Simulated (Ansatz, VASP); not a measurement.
# Ta: VASP beside Ansatz

```xyz
1
Lattice="-1.6290 1.6290 1.6290 1.6290 -1.6290 1.6290 1.6290 1.6290 -1.6290" Properties=species:S:1:pos:R:3 pbc="T T T"
Ta    0.0000    0.0000    0.0000
```

Alike in both runs: task single point; functional r2SCAN; k mesh 11 × 11 × 11; occupations fermi-dirac, width 0.05 eV; no spin polarisation.

|  | VASP | Ansatz |
| --- | --- | --- |
| version | VASP 6.6.1 | Ansatz 0.2.0 |
| potentials or method | VASP PAW PBE potentials, release 64 (Ta_pv) | Ansatz PAW |
| plane-wave cutoff (eV) | 520 | 500 |
| valence electrons in the cell | 11 | 13 |

|  | VASP | Ansatz | Ansatz less VASP |
| --- | --- | --- | --- |
| gap on the k mesh at the Fermi level (eV) | none | none | - |
| pressure (GPa) | 9.7 | 8.9 | -0.79 |

VASP's potentials were made for PBE, not for r2SCAN. A gap of «none» marks a metal or a gap that the smearing closes. VASP's potentials hold 11 valence electrons a cell and Ansatz's 13, so a difference there can come from the potentials and not from the codes.

Spin-orbit coupling is off throughout.
